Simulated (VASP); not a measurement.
# TiAl (Pm-3m) in VASP: a series of runs

The runs below take TiAl through single point, relaxation of volume and atoms at fixed shape, with PBEsol.

Everything below comes from runs of VASP 6.6.1. Logs are shortened: lines on timing, memory, paths and dates and some standing lists are left out, and cuts for length are marked.

## 1. The cell of the first run

Symmetry: Pm-3m, No. 221, cubic system. Conventional cell: a = 3.158 Å, b = 3.158 Å, c = 3.158 Å, α = 90.00°, β = 90.00°, γ = 90.00°. Ti (site symmetry m-3m) has 8 Al at 2.73 Å and 6 Ti at 3.16 Å within 3.6 Å. Within 3.6 Å of Al (site symmetry m-3m) lie 8 Ti at 2.73 Å and 6 Al at 3.16 Å.

## 2. Single point, PBEsol

Input file INCAR:

```
PREC = Accurate ; ENCUT = 520
EDIFF = 1E-6 ; ISMEAR = -1
SIGMA = 0.1 ; LREAL = F
LASPH = T ; NELM = 100
ALGO = Normal ; ISIF = 2
LWAVE = F ; LCHARG = F
GGA = PS ; NBANDS = 14
```

Input file KPOINTS:

```
regular mesh
0
Gamma
  15 15 15
```

Input file POSCAR:

```
TiAl
1.0
    3.1580129201      0.0000000000      0.0000000000
    0.0000000000      3.1580129201      0.0000000000
    0.0000000000      0.0000000000      3.1580129201
Ti Al
1 1
Direct
    0.5000000000      0.5000000000      0.5000000000
    0.0000000000      0.0000000000      0.0000000000
```

Potentials or basis: VASP PAW PBE potentials, release 64 (Ti_sv, Al).

Launch:

```console
cat potpaw_PBE.64/Ti_sv/POTCAR potpaw_PBE.64/Al/POTCAR > POTCAR
mpirun -np 1 vasp_std > vasp.out
```

OUTCAR:

```text
PREC = Accurate
   ENCUT = 520
   EDIFF = 1E-6
   ISMEAR = -1
   LREAL = F
   LASPH = T
   NELM = 100
   ISIF = 2
   GGA = PS

 ion  position               nearest neighbor table
   1  0.500  0.500  0.500-   2 2.73   2 2.73   2 2.73   2 2.73   2 2.73   2 2.73   2 2.73   2 2.73

   2  0.000  0.000  0.000-   1 2.73   1 2.73   1 2.73   1 2.73   1 2.73   1 2.73   1 2.73   1 2.73

  LATTYP: Found a simple cubic cell.
 ALAT       =     3.1580129201

  Lattice vectors:

 A1 = (   3.1580129201,   0.0000000000,   0.0000000000)
 A2 = (   0.0000000000,   3.1580129201,   0.0000000000)
 A3 = (   0.0000000000,   0.0000000000,   3.1580129201)

Analysis of symmetry for initial positions (statically):
=====================================================================
 Subroutine PRICEL returns:
 Original cell was already a primitive cell.

 Routine SETGRP: Setting up the symmetry group for a
 simple cubic supercell.

 Subroutine GETGRP returns: Found 48 space group operations
 (whereof 48 operations were pure point group operations)
 out of a pool of 48 trial point group operations.

The static configuration has the point symmetry O_h .

Analysis of symmetry for dynamics (positions and initial velocities):
=====================================================================
 Subroutine PRICEL returns:
 Original cell was already a primitive cell.

 Routine SETGRP: Setting up the symmetry group for a
 simple cubic supercell.

 Subroutine GETGRP returns: Found 48 space group operations
 (whereof 48 operations were pure point group operations)
 out of a pool of 48 trial point group operations.

The dynamic configuration has the point symmetry O_h .

 Subroutine INISYM returns: Found 48 space group operations
 (whereof 48 operations are pure point group operations),
 and found     1 'primitive' translations

----------------------------------------------------------------------------------------

                                     Primitive cell

  volume of cell :      31.4950

  direct lattice vectors                    reciprocal lattice vectors
     3.158012920  0.000000000  0.000000000     0.316654816  0.000000000  0.000000000
     0.000000000  3.158012920  0.000000000     0.000000000  0.316654816  0.000000000
     0.000000000  0.000000000  3.158012920     0.000000000  0.000000000  0.316654816

  length of vectors
     3.158012920  3.158012920  3.158012920     0.316654816  0.316654816  0.316654816

  position of ions in fractional coordinates (direct lattice)
     0.500000000  0.500000000  0.500000000
     0.000000000  0.000000000  0.000000000

  ion indices of the primitive-cell ions
   primitive index   ion index
                 1           1
                 2           2

----------------------------------------------------------------------------------------

 KPOINTS: regular mesh

Automatic generation of k-mesh.
 Grid dimensions read from file:
 generate k-points for:   15   15   15

 Generating k-lattice:

  Cartesian coordinates                     Fractional coordinates (reciprocal lattice)
     0.021110321  0.000000000  0.000000000     0.066666667  0.000000000  0.000000000
     0.000000000  0.021110321  0.000000000     0.000000000  0.066666667  0.000000000
     0.000000000  0.000000000  0.021110321     0.000000000  0.000000000  0.066666667

  Length of vectors
     0.021110321  0.021110321  0.021110321

  Shift w.r.t. Gamma in fractional coordinates (k-lattice)
     0.000000000  0.000000000  0.000000000

 Subroutine IBZKPT returns following result:
 ===========================================

 Found    120 irreducible k-points:

 Following reciprocal coordinates:
            Coordinates               Weight
  0.000000  0.000000  0.000000      1.000000
  0.066667  0.000000  0.000000      6.000000
  0.133333  0.000000  0.000000      6.000000
  0.200000  0.000000  0.000000      6.000000
  0.266667  0.000000  0.000000      6.000000
  0.333333  0.000000  0.000000      6.000000
[... 16 lines left out ...]
  0.266667  0.200000  0.000000     24.000000
  0.333333  0.200000  0.000000     24.000000
 [... further k-points ...]
   k-points           NKPTS =    120   k-points in BZ     NKDIM =    120   number of bands    NBANDS=     14
   number of dos      NEDOS =    301   number of ions     NIONS =      2
   total plane-waves  NPLWV =  13824
   dimension x,y,z NGX =    24 NGY =   24 NGZ =   24
   dimension x,y,z NGXF=    48 NGYF=   48 NGZF=   48
   ions per type =               1   1
   NGX,Y,Z   is equivalent  to a cutoff of  12.63, 12.63, 12.63 a.u.
   NGXF,Y,Z  is equivalent  to a cutoff of  25.27, 25.27, 25.27 a.u.
 SYSTEM =  unknown system
   PREC   = accura    normal or accurate (medium, high low for compatibility)
   ISTART =      0    job   : 0-new  1-cont  2-samecut
   ICHARG =      2    charge: 1-file 2-atom 10-const
   ISPIN  =      1    spin polarized calculation?
   LNONCOLLINEAR =      F non collinear calculations
   LSORBIT =      F    spin-orbit coupling
   LASPH  =      T    aspherical Exc in radial PAW
   ENCUT  =  520.0 eV  38.22 Ry    6.18 a.u.   5.87  5.87  5.87*2*pi/ulx,y,z
   NELM   =    100;   NELMIN=  2; NELMDL= -5     # of ELM steps
   EDIFF  = 0.1E-05   stopping-criterion for ELM
   LREAL  =      F    real-space projection
   EDIFFG = 0.1E-04   stopping-criterion for IOM
   NSW    =      0    number of steps for IOM
   IBRION =     -1    ionic relax: 0-MD 1-quasi-New 2-CG
   NFREE  =      0    steps in history (QN), initial steepest desc. (CG)
   ISIF   =      2    stress and relaxation
   ISYM   =      2    0-nonsym 1-usesym 2-fastsym
   POTIM  = 0.5000    time-step for ionic-motion
   TEBEG  =    0.0;   TEEND  =   0.0 temperature during run
   PSTRESS=    0.0 pullay stress
   NELECT =      15.0000    total number of electrons
   NUPDOWN=      -1.0000    fix difference up-down
   EMIN   =  10.00;   EMAX   =-10.00  energy-range for DOS
   EFERMI =   0.00;   METHOD = LEGACY
   ISMEAR =    -1;   SIGMA  =   0.10  broadening in eV -4-tet -1-fermi 0-gaus
   EFERMI_NEDOS =   21; number of points for ismear=-14 and -15
   IALGO  =     38    algorithm
   IMIX   =      4    mixing-type and parameters
     AMIX     =   0.40;   BMIX     =  1.00
     AMIX_MAG =   1.60;   BMIX_MAG =  1.00
  volume/ion in A,a.u.               =      15.75       106.27
  Fermi-wavevector in a.u.,A,eV,Ry     =   1.278472  2.415962 22.238608  1.634492
  Thomas-Fermi vector in A             =   2.411013
   LORBIT       =      0    0 simple, 1 ext, 2 COOP (PROOUT), +10 PAW based schemes
   GGA     = PS    functional components
   LHFCALC =     F    Hartree Fock is set to
   AEXX    =    0.0000 exact exchange contribution
   IVDW    =     0    specifies the selected vdW correction
   LEPSILON=     F    determine dielectric tensor
   LRPA    =     F    only Hartree local field effects (RPA)
 non-spin polarized calculation
  energy-cutoff  :      520.00
  volume of cell :       31.50
 maximum number of plane-waves:       871
 NGX is ok and might be reduce to    24
   NGX = 11   NGY = 11   NGZ = 11

 number of electron      14.9999993 magnetization

 Free energy of the ion-electron system (eV)
  ---------------------------------------------------
  ext. energy  EPLUGINS =         0.00000000
  ---------------------------------------------------
  free energy    TOTEN  =       -13.00582101 eV

  energy without entropy =      -12.93030627  energy(sigma->0) =      -12.96806364

 E-fermi :   8.8855     XC(G=0): -11.2760

 val. band max:        8.8734441797   @ k =   0.3333   0.2667   0.0667
 cond. band min:       8.8968216814   @ k =   0.2667   0.2000   0.2000
 fundamental gap:      0.0233775016
 Fermi energy:         8.8854970741

 k-point     1 :       0.0000    0.0000    0.0000
  band No.  band energies     occupation
      1     -47.7293      2.00000
      2     -24.0300      2.00000
      3     -24.0300      2.00000
      4     -24.0300      2.00000
      5      -0.4574      2.00000
      6       7.4064      2.00000
      7       7.4064      2.00000
      8      10.7259      0.00000
      9      10.7259      0.00000
     10      10.7259      0.00000
     11      13.4033      0.00000
     12      13.4033      0.00000
     13      13.4033      0.00000
     14      17.8495      0.00000

 k-point     2 :       0.0667    0.0000    0.0000
  band No.  band energies     occupation
      1     -47.7286      2.00000
      2     -24.0382      2.00000
      3     -24.0293      2.00000
      4     -24.0293      2.00000
      5      -0.3851      2.00000
      6       7.3723      2.00000
      7       7.4393      2.00000
      8      10.5970      0.00000
      9      10.5970      0.00000
     10      10.7348      0.00000
     11      13.0946      0.00000
     12      13.5842      0.00000
     13      13.5842      0.00000
     14      17.7487      0.00000

 k-point     3 :       0.1333    0.0000    0.0000
  band No.  band energies     occupation
      1     -47.7265      2.00000
      2     -24.0614      2.00000
      3     -24.0273      2.00000
      4     -24.0273      2.00000
      5      -0.1700      2.00000
      6       7.2337      2.00000
      7       7.5346      2.00000
      8      10.2924      0.00000
      9      10.2924      0.00000
     10      10.7600      0.00000
     11      12.4680      0.00000
     12      14.0468      0.00000
     13      14.0468      0.00000
     14      17.4622      0.00000

 k-point     4 :       0.2000    0.0000    0.0000
  band No.  band energies     occupation
      1     -47.7236      2.00000
      2     -24.0953      2.00000
      3     -24.0243      2.00000
      4     -24.0243      2.00000
      5       0.1824      2.00000
      6       6.9021      2.00000
      7       7.6825      1.99999
      8       9.9365      0.00005
      9       9.9365      0.00005
     10      10.7975      0.00000
     11      11.9398      0.00000
     12      14.6725      0.00000
     13      14.6725      0.00000
     14      17.0366      0.00000

 k-point     5 :       0.2667    0.0000    0.0000
  band No.  band energies     occupation
      1     -47.7201      2.00000
      2     -24.1341      2.00000
      3     -24.0209      2.00000
      4     -24.0209      2.00000
      5       0.6633      2.00000
      6       6.3195      2.00000
      7       7.8650      1.99993
      8       9.6035      0.00152
      9       9.6035      0.00152
     10      10.8412      0.00000
     11      11.6998      0.00000
[... 276 lines left out ...]
 k-point    22 :       0.2000    0.2000    0.0000
  band No.  band energies     occupation
      1     -47.7179      2.00000
      2     -24.0910      2.00000
      3     -24.0856      2.00000
      4     -24.0186      2.00000
      5       0.7861      2.00000
      6       7.1837      2.00000
      7       7.2825      2.00000
      8       9.2020      0.08101
      9       9.8929      0.00008
     10      10.3161      0.00000
     11      12.3764      0.00000
     12      13.2884      0.00000
     13      15.6988      0.00000
     14      17.4112      0.00000

 k-point    23 :       0.2667    0.2000    0.0000
  band No.  band energies     occupation
      1     -47.7145      2.00000
      2     -24.1265      2.00000
      3     -24.0839      2.00000
      4     -24.0152      2.00000
      5       1.2365      2.00000
      6       6.6674      2.00000
      7       7.4446      2.00000
      8       9.0385      0.35612
      9       9.7013      0.00057
     10      10.2783      0.00000
     11      12.1014      0.00000
     12      13.5541      0.00000
     13      16.3030      0.00000
     14      17.1373      0.00000

 k-point    24 :       0.3333    0.2000    0.0000
  band No.  band energies     occupation
      1     -47.7112      2.00000
      2     -24.1626      2.00000
      3     -24.0800      2.00000
      4     -24.0119      2.00000
      5       1.7893      2.00000
      6       5.9219      2.00000
      7       7.6906      1.99999
      8       8.9043      0.90637
      9       9.4800      0.00522
     10      10.3161      0.00000
     11      11.9215      0.00000
     12      14.0028      0.00000
     13      16.7421      0.00000
     14      16.9493      0.00000

 [... further k-points ...]

------------------------ aborting loop because EDIFF is reached ----------------------------------------

  FORCE on cell =-STRESS in cart. coord.  units (eV):
  Direction    XX          YY          ZZ          XY          YZ          ZX
  --------------------------------------------------------------------------------------
  -------------------------------------------------------------------------------------
  Total        0.0020477      0.0020477      0.0020477      0.0000000     -0.0000000      0.0000000
  in kB        0.1041677      0.1041677      0.1041677      0.0000000     -0.0000000      0.0000000
  external PRESSURE =       0.1041677 kB  Pullay stress =       0.0000000 kB

 VOLUME and BASIS-vectors are now :
 -----------------------------------------------------------------------------
  energy-cutoff  :      520.00
  volume of cell :       31.50
      direct lattice vectors                 reciprocal lattice vectors
     3.158012920  0.000000000  0.000000000     0.316654816  0.000000000  0.000000000
     0.000000000  3.158012920  0.000000000     0.000000000  0.316654816  0.000000000
     0.000000000  0.000000000  3.158012920     0.000000000  0.000000000  0.316654816

 POSITION                                       TOTAL-FORCE (eV/Angst)
 -----------------------------------------------------------------------------------
      1.57901      1.57901      1.57901         0.000000      0.000000      0.000000
      0.00000      0.00000      0.00000         0.000000      0.000000      0.000000
 -----------------------------------------------------------------------------------
    total drift:                                0.000000     -0.000000     -0.000000

  FREE ENERGIE OF THE ION-ELECTRON SYSTEM (eV)
  ---------------------------------------------------
  free  energy   TOTEN  =       -13.0058210110 eV

  energy  without entropy=      -12.9303062727  energy(sigma->0) =      -12.96806364
```

It took 64 s on 1 thread of Intel Xeon 8259CL, shared host; peak memory 0.18 GiB.

Results:

```
Free energy            : -13.0058 eV
Pressure               : 0.0 GPa
Band gap on the k mesh : zero (an odd number of electrons rules out a gap without spin polarisation)
```

Levels at points of the mesh, in eV from the Fermi level:
| k point | band 3 | band 4 | band 5 | band 6 | band 7 | band 8 | band 9 | band 10 | band 11 | band 12 |
| --- | --- | --- | --- | --- | --- | --- | --- | --- | --- | --- |
| (0.00, 0.00, 0.00) | -32.92 | -32.92 | -9.34 | -1.48 | -1.48 | 1.84 | 1.84 | 1.84 | 4.52 | 4.52 |

Caveat: the PAW data sets were made with another functional, which shifts forces and pressure a little.

## 3. Relaxation of volume and atoms at fixed shape, PBEsol

This run uses another cell than the first one, of 13.74 Å³/atom.

Input file INCAR:

```
SYSTEM = TiAl
ALGO     = Normal         ! electronic algorithm
EDIFF    = 1E-7           ! SCF threshold, eV
EDIFFG   = -0.03          ! ionic threshold
ENCUT    = 600            ! plane-wave cutoff, eV
GGA      = PS             ! functional
IBRION   = 2              ! ionic algorithm
ISIF     = 8              ! what is computed and relaxed
ISMEAR   = -1             ! smearing method
LASPH    = .True.         ! aspherical terms in the spheres
LCHARG   = .False.        ! write CHGCAR
LREAL    = .False.        ! projectors in reciprocal space
LWAVE    = .False.        ! write WAVECAR
NELM     = 80             ! most SCF steps
NSW      = 80             ! ionic steps
PREC     = Accurate       ! precision mode
SIGMA    = 0.1            ! smearing width, eV
```

Input file KPOINTS:

```
k-points
0
Gamma
  15 15 15
  0 0 0
```

Input file POSCAR:

```
TiAl
1.0
    3.0180000000      0.0000000000      0.0000000000
    0.0000000000      3.0180000000      0.0000000000
    0.0000000000      0.0000000000      3.0180000000
Ti Al
1 1
Direct
    0.5000000000      0.5000000000      0.5000000000
    0.0000000000      0.0000000000      0.0000000000
```

Potentials or basis: VASP PAW PBE potentials, release 64 (Ti_sv, Al).

Launch:

```console
cat potpaw_PBE.64/Ti_sv/POTCAR potpaw_PBE.64/Al/POTCAR > POTCAR
mpirun -np 1 vasp_std > vasp.out
```

Wall time 1.9 min (1 thread of Intel Xeon 8259CL, shared host); peak memory 0.18 GiB.

The run converged. Its results:

| Property | Result |
| --- | --- |
| Free energy | -13.0048 eV |
| Relaxed volume | 15.78 Å³/atom |
| Relaxed cell | a = 3.160 Å, b = 3.160 Å, c = 3.160 Å, α = 90.00°, β = 90.00°, γ = 90.00° |
| Space group after relaxing (to 0.1 Å) | Pm-3m (No. 221) |
| Energy gained by relaxing | 117.5 meV/atom |
| Ionic steps | 3 |
| Pressure after relaxing | -0.2 GPa |
| Band gap on the k mesh | zero (an odd number of electrons rules out a gap without spin polarisation) |

Step by step:
```
step  energy change (eV)  largest force (eV/Å)  pressure (GPa)  volume (Å³)
   1              0.0000                0.0000           20.91        27.49
   2             -0.0999                0.0000          -10.51        35.26
   3             -0.2350                0.0000           -0.17        31.56
```

Final structure:
```cif
data_structure
_symmetry_space_group_name_H-M 'P 1'
_symmetry_Int_Tables_number 1
_cell_length_a 3.1602
_cell_length_b 3.1602
_cell_length_c 3.1602
_cell_angle_alpha 90.000
_cell_angle_beta 90.000
_cell_angle_gamma 90.000
_cell_volume 31.56
loop_
_atom_site_label
_atom_site_type_symbol
_atom_site_fract_x
_atom_site_fract_y
_atom_site_fract_z
_atom_site_occupancy
Ti1 Ti 0.50000 0.50000 0.50000 1
Al1 Al 0.00000 0.00000 0.00000 1
```

Levels at points of the mesh, in eV from the Fermi level:
```tsv
k point	band 3	band 4	band 5	band 6	band 7	band 8	band 9	band 10	band 11
(0.00, 0.00, 0.00)	-32.92	-32.92	-9.33	-1.47	-1.47	1.84	1.84	1.84	4.51
```

Caveat: the PAW data sets were made with another functional, which shifts forces and pressure a little.
